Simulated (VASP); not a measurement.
# Mg4HO8 (a cell with a defect) in VASP: further runs

Runs on Mg4HO8 (a cell with a defect). Level: LDA. Tasks: single point.

Everything below comes from runs of VASP 6.6.1. Logs are shortened: lines on timing, memory, paths and dates and some standing lists are left out, and cuts for length are marked.

## (1) The cell of the first run

The cell holds a defect, 13 atoms: a = 4.968 Å, b = 4.968 Å, c = 4.968 Å, α = 77.69°, β = 77.69°, γ = 77.69°.

## (2) Single point, LDA

Contents of INCAR:

```
ALGO = Normal
EDIFF = 1E-6
ENCUT = 520
GGA = CA
ISIF = 2
ISMEAR = 0
LASPH = True
LCHARG = True
LELF = True
LREAL = False
LVHAR = True
LWAVE = False
NBANDS = 40
NELECT = 56.0
NELM = 60
PREC = Accurate
SIGMA = 0.05
```

Contents of KPOINTS:

```
k-points
0
Gamma
  6 6 6
```

Contents of POSCAR:

```
Mg4HO8
1.0
   -3.1159510607     -1.7989951837      3.4255732540
    3.1159510607     -1.7989951837      3.4255732540
    0.0000000000      3.5979903674      3.4255732540
Mg O H
4 8 1
Direct
    0.0000000000      0.0000000000      0.0000000000
    0.5000000000      0.5000000000      0.0000000000
    0.5000000000      0.0000000000      0.5000000000
    0.0000000000      0.5000000000      0.5000000000
    0.4294242759      0.4294242759      0.4294242759
    0.9294242759      0.9294242759      0.4294242759
    0.9294242759      0.4294242759      0.9294242759
    0.4294242759      0.9294242759      0.9294242759
    0.5705757241      0.5705757241      0.5705757241
    0.0705757241      0.0705757241      0.5705757241
    0.0705757241      0.5705757241      0.0705757241
    0.5705757241      0.0705757241      0.0705757241
    1.0416873991      1.2083540658      0.2500207325
```

Potentials or basis: VASP PAW LDA potentials, release 64 (Mg, O, H).

The run is started by

```console
> cat potpaw_LDA.64/Mg/POTCAR potpaw_LDA.64/O/POTCAR potpaw_LDA.64/H/POTCAR > POTCAR
> mpirun -np 1 vasp_std > vasp.out
```

OUTCAR:

```text
EDIFF = 1E-6
   ENCUT = 520
   GGA = CA
   ISIF = 2
   ISMEAR = 0
   LASPH = True
   LREAL = False
   NELECT = 56.0
   NELM = 60
   PREC = Accurate

 ion  position               nearest neighbor table
   1  0.000  0.000  0.000-  13 1.85   8 2.05  11 2.05  12 2.05   7 2.05  10 2.05   6 2.05   2 3.12
                             2 3.12   3 3.12   4 3.12   4 3.12   3 3.12
   2  0.500  0.500  0.000-   7 2.05   8 2.05  11 2.05  12 2.05   5 2.05   9 2.05   1 3.12   1 3.12
                             3 3.12   3 3.12   4 3.12   4 3.12
   3  0.500  0.000  0.500-   5 2.05   6 2.05   9 2.05  10 2.05   8 2.05  12 2.05   4 3.12   4 3.12
                             2 3.12   1 3.12   1 3.12   2 3.12
   4  0.000  0.500  0.500-   5 2.05   6 2.05   9 2.05  10 2.05   7 2.05  11 2.05  13 2.05   3 3.12
                             3 3.12   1 3.12   1 3.12   2 3.12   2 3.12
   5  0.429  0.429  0.429-   9 1.45   4 2.05   3 2.05   2 2.05
   6  0.929  0.929  0.429-  10 1.45   4 2.05   3 2.05   1 2.05
   7  0.929  0.429  0.929-  11 1.45   2 2.05   1 2.05   4 2.05
   8  0.429  0.929  0.929-  12 1.45   2 2.05   1 2.05   3 2.05
   9  0.571  0.571  0.571-   5 1.45   4 2.05   3 2.05   2 2.05
  10  0.071  0.071  0.571-   6 1.45   4 2.05   3 2.05   1 2.05
  11  0.071  0.571  0.071-   7 1.45   2 2.05   1 2.05   4 2.05
  12  0.571  0.071  0.071-   8 1.45   2 2.05   1 2.05   3 2.05
  13  0.042  0.208  0.250-   1 1.85   4 2.05

  LATTYP: Found a trigonal (rhomboedric) cell.
 ALAT       =     4.9679056757
 COS(alpha) =     0.2131996058

  Lattice vectors:

 A1 = (  -3.1159510607,  -1.7989951837,   3.4255732540)
 A2 = (   3.1159510607,  -1.7989951837,   3.4255732540)
 A3 = (   0.0000000000,   3.5979903674,   3.4255732540)

Analysis of symmetry for initial positions (statically):
=====================================================================
 Subroutine PRICEL returns:
 Original cell was already a primitive cell.

 Routine SETGRP: Setting up the symmetry group for a
 trigonal (rhombohedral) supercell.

 Subroutine GETGRP returns: Found  1 space group operations
 (whereof  1 operations were pure point group operations)
 out of a pool of 12 trial point group operations.

The static configuration has the point symmetry C_1 .

Analysis of symmetry for dynamics (positions and initial velocities):
=====================================================================
 Subroutine PRICEL returns:
[... 137 lines left out ...]
   ISIF   =      2    stress and relaxation
   ISYM   =      2    0-nonsym 1-usesym 2-fastsym
   POTIM  = 0.5000    time-step for ionic-motion
   TEBEG  =    0.0;   TEEND  =   0.0 temperature during run
   PSTRESS=    0.0 pullay stress
   NELECT =      56.0000    total number of electrons
   NUPDOWN=      -1.0000    fix difference up-down
   EMIN   =  10.00;   EMAX   =-10.00  energy-range for DOS
   EFERMI =   0.00;   METHOD = LEGACY
   ISMEAR =     0;   SIGMA  =   0.05  broadening in eV -4-tet -1-fermi 0-gaus
   EFERMI_NEDOS =   21; number of points for ismear=-14 and -15
   IALGO  =     38    algorithm
   IMIX   =      4    mixing-type and parameters
     AMIX     =   0.40;   BMIX     =  1.00
     AMIX_MAG =   1.60;   BMIX_MAG =  1.00
  volume/ion in A,a.u.               =       8.86        59.81
  Fermi-wavevector in a.u.,A,eV,Ry     =   1.287170  2.432398 22.542210  1.656806
  Thomas-Fermi vector in A             =   2.419200
   LORBIT       =      0    0 simple, 1 ext, 2 COOP (PROOUT), +10 PAW based schemes
   GGA     = CA    functional components
   LHFCALC =     F    Hartree Fock is set to
   AEXX    =    0.0000 exact exchange contribution
   IVDW    =     0    specifies the selected vdW correction
   LEPSILON=     F    determine dielectric tensor
   LRPA    =     F    only Hartree local field effects (RPA)
 non-spin polarized calculation
 Gauss-broadening in eV      SIGMA  =   0.05
  energy-cutoff  :      520.00
  volume of cell :      115.21
 maximum number of plane-waves:      3126
 NGX is ok and might be reduce to    40
   NGX = 19   NGY = 19   NGZ = 19

 number of electron      55.9999981 magnetization

 Free energy of the ion-electron system (eV)
  ---------------------------------------------------
  ext. energy  EPLUGINS =         0.00000000
  ---------------------------------------------------
  free energy    TOTEN  =       -78.62972335 eV

  energy without entropy =      -78.62972335  energy(sigma->0) =      -78.62972335

 E-fermi :   3.5295     XC(G=0): -11.2114

 val. band max:        3.3410787602   @ k =   0.5000   0.5000   0.5000
 cond. band min:       3.7226224985   @ k =   0.1667   0.1667   0.1667
 fundamental gap:      0.3815437383
 Fermi energy:         3.5294737200

 k-point     1 :       0.0000    0.0000    0.0000
  band No.  band energies     occupation
      1     -19.5050      2.00000
      2     -18.6314      2.00000
      3     -17.7070      2.00000
      4     -17.4152      2.00000
      5     -12.6587      2.00000
      6     -12.0865      2.00000
[... 1021 lines left out ...]
     39      14.0149      0.00000
     40      14.2617      0.00000

 [... further k-points ...]
[... 5 lines left out ...]
  --------------------------------------------------------------------------------------
  -------------------------------------------------------------------------------------
  Total       -8.6368348    -12.9829799      1.0352886      3.2742090      1.4433661      2.0723383
  in kB     -120.1047143   -180.5426571     14.3968301     45.5314881     20.0715973     28.8181503
  external PRESSURE =     -95.4168471 kB  Pullay stress =       0.0000000 kB

 VOLUME and BASIS-vectors are now :
 -----------------------------------------------------------------------------
  energy-cutoff  :      520.00
  volume of cell :      115.21
      direct lattice vectors                 reciprocal lattice vectors
    -3.115951061 -1.798995184  3.425573254    -0.160464651 -0.092644310  0.097307314
     3.115951061 -1.798995184  3.425573254     0.160464651 -0.092644310  0.097307314
     0.000000000  3.597990367  3.425573254     0.000000000  0.185288619  0.097307314

 POSITION                                       TOTAL-FORCE (eV/Angst)
 -----------------------------------------------------------------------------------
      0.00000      0.00000      0.00000        -0.536819     -0.453119     -1.905800
      0.00000     -1.79900      3.42557         0.038102     -0.115383      0.031885
     -1.55798      0.89950      3.42557        -0.107828      0.113632      0.054896
      1.55798      0.89950      3.42557         0.499927      0.229284      0.885798
      0.00000      0.00000      4.41307        -0.032887     -0.011093     -0.271446
      0.00000     -1.79900      7.83865         0.597193     -1.370526     -1.138157
     -1.55798      0.89950      7.83865        -0.613893      0.845649     -0.798115
      1.55798      0.89950      7.83865         0.101453      0.070007     -0.312752
      0.00000      0.00000      5.86365        -0.009265      0.002998      0.276347
      0.00000      1.79900      2.43807         0.425339     -1.317598      1.233265
      1.55798     -0.89950      2.43807        -0.599329      0.717767      0.882063
     -1.55798     -0.89950      2.43807         0.085821      0.064439      0.367756
      0.51933      0.44975      1.71300         0.152187      1.223944      0.694260
 -----------------------------------------------------------------------------------
    total drift:                               -0.000097     -0.000075     -0.000051

  FREE ENERGIE OF THE ION-ELECTRON SYSTEM (eV)
  ---------------------------------------------------
  free  energy   TOTEN  =       -78.6297233492 eV

  energy  without entropy=      -78.6297233488  energy(sigma->0) =      -78.62972335
```

It took 15 min on 1 thread of Intel Xeon 8259CL, shared host; peak memory 0.48 GiB.

Results:

```yaml
Free_energy: -78.6297 eV
Largest_force: 2.031 eV/Å
```

Forces on the atoms (eV/Å):
```
Mg  -0.537 -0.453 -1.906
Mg   0.038 -0.115  0.032
Mg  -0.108  0.114  0.055
Mg   0.500  0.229  0.886
O   -0.033 -0.011 -0.271
O    0.597 -1.371 -1.138
O   -0.614  0.846 -0.798
O    0.101  0.070 -0.313
O   -0.009  0.003  0.276
O    0.425 -1.318  1.233
O   -0.599  0.718  0.882
O    0.086  0.064  0.368
H    0.152  1.224  0.694
```

Levels at points of the mesh, in eV from the Fermi level:
| k point | band 26 | band 27 | band 28 | band 29 | band 30 | band 31 |
| --- | --- | --- | --- | --- | --- | --- |
| (0.00, 0.00, 0.00) | -0.64 | -0.28 | -0.23 | 0.24 | 2.81 | 3.38 |
| (0.50, 0.00, 0.00) | -1.41 | -0.53 | -0.28 | 0.58 | 3.01 | 3.68 |
| (0.00, 0.50, 0.00) | -0.81 | -0.75 | -0.60 | 1.13 | 3.05 | 3.50 |
| (0.00, 0.00, 0.50) | -0.82 | -0.73 | -0.68 | 1.16 | 3.05 | 3.50 |
| (0.50, 0.50, 0.00) | -0.94 | -0.82 | -0.79 | 1.13 | 2.91 | 3.30 |
| (0.50, 0.00, 0.50) | -0.92 | -0.90 | -0.72 | 1.10 | 2.90 | 3.33 |
| (0.00, 0.50, 0.50) | -1.42 | -0.79 | -0.47 | 0.57 | 2.79 | 3.87 |
| (0.50, 0.50, 0.50) | -1.12 | -0.19 | -0.19 | 0.26 | 2.11 | 3.55 |

Caveat: the cell carries a net charge on a neutralising background, which shifts energy and pressure; the cell is charged against a uniform background, so pressure and absolute levels hang on convention.

## (3) Single point, LDA

Contents of INCAR:

```
PREC     = Accurate       # precision mode
ENCUT    = 520            # plane-wave cutoff, eV
EDIFF    = 1E-7           # SCF threshold, eV
ISMEAR   = 0              # smearing method
SIGMA    = 0.05           # smearing width, eV
LREAL    = F              # projectors in reciprocal space
LASPH    = T              # aspherical terms in the spheres
NELM     = 100            # most SCF steps
ALGO     = Normal         # electronic algorithm
ISIF     = 2              # what is computed and relaxed
LWAVE    = F              # write WAVECAR
LCHARG   = F              # write CHGCAR
NBANDS   = 40             # bands
NELECT   = 56.0
```

Contents of KPOINTS:

```
regular mesh
0
Gamma
  6 6 6
```

POSCAR: that of step 2 with these lines changed.

```diff
@@ -20,2 +20,2 @@
     0.5705757241      0.0705757241      0.0705757241
-    1.0416873991      1.2083540658      0.2500207325
+    1.0416873991      1.1250207325      0.3333540658
```

Potentials or basis: VASP PAW LDA potentials, release 64 (Mg, O, H).

The run is started by

```console
> cat potpaw_LDA.64/Mg/POTCAR potpaw_LDA.64/O/POTCAR potpaw_LDA.64/H/POTCAR > POTCAR
> mpirun -np 1 vasp_std > vasp.out
```

Run time: 3.5 min. Hardware: 1 thread of Intel Xeon 6975P-C (Granite Rapids), shared host; peak memory 0.48 GiB.

Results (log left out):

```
Free energy   : -79.4200 eV
Largest force : 3.101 eV/Å
```

Forces in eV/Å, atoms in the order of the input:
```
Mg  -0.208 -0.642 -1.336
Mg   0.025 -0.095  0.015
Mg  -0.217  0.157  0.152
Mg   0.500  0.065  0.679
O   -0.028  0.016 -0.343
O    0.079 -0.005 -3.023
O   -0.193  0.232 -0.369
O    0.094  0.094 -0.286
O   -0.034  0.000  0.260
O   -0.072 -0.040  3.100
O   -0.135  0.233  0.410
O    0.048  0.092  0.368
H    0.139 -0.107  0.372
```

Levels at points of the mesh, in eV from the Fermi level:
```csv
k point,band 24,band 25,band 26,band 27,band 28,band 29,band 30,band 31,band 32,band 33
"(0.00, 0.00, 0.00)",-1.62,-1.37,-0.50,-0.40,-0.21,1.78,2.71,3.72,3.82,4.84
"(0.50, 0.00, 0.00)",-1.69,-1.33,-1.14,-0.61,-0.40,2.01,3.16,3.94,4.06,4.96
"(0.00, 0.50, 0.00)",-1.79,-1.14,-1.01,-0.67,-0.47,2.01,3.56,3.89,4.14,4.83
"(0.00, 0.00, 0.50)",-1.81,-1.01,-0.97,-0.72,-0.52,2.01,3.81,3.89,4.19,4.65
"(0.50, 0.50, 0.00)",-1.59,-1.06,-1.00,-0.96,-0.71,1.93,3.47,4.06,4.36,4.62
"(0.50, 0.00, 0.50)",-1.58,-1.13,-1.07,-0.94,-0.66,1.92,3.33,4.16,4.23,4.73
"(0.00, 0.50, 0.50)",-1.49,-1.27,-1.25,-0.90,-0.58,1.92,3.07,4.12,4.33,4.68
"(0.50, 0.50, 0.50)",-1.38,-1.28,-1.23,-0.23,-0.21,1.41,2.80,3.38,4.33,4.40
```

Caveat: the cell carries a net charge on a neutralising background, which shifts energy and pressure; the cell is charged against a uniform background, so pressure and absolute levels hang on convention.

[end of part 1 of 2]
